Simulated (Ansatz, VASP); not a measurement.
# Zr: VASP beside Ansatz

```
CELL_PARAMETERS angstrom
3.23200 0.00000 0.00000
-1.61600 2.79899 0.00000
0.00000 0.00000 4.99259
ATOMIC_POSITIONS crystal
Zr 0.33333 0.66667 0.25000
Zr 0.66667 0.33333 0.75000
```

Change from the starting cell: zz strain of -3 %.

Alike in both runs: task single point; functional PBEsol; k mesh 13 × 13 × 7; occupations fermi-dirac, width 0.08 eV; no spin polarisation.

|  | VASP | Ansatz |
| --- | --- | --- |
| version | VASP 6.6.1 | Ansatz 0.2.0 |
| potentials or method | VASP PAW PBE potentials, release 64 (Zr_sv), cutoff 520 eV | all-electron LAPW, scalar-relativistic |

```tsv
	VASP	Ansatz	Ansatz less VASP
pressure (GPa)	-0.2	-0.2	-0.03
traceless stress, the component that is largest in VASP (GPa)	2.48	2.48	-0.007
```

VASP's potentials were made for PBE, not for PBEsol. Ansatz ran all-electron here, and VASP with PAW potentials.
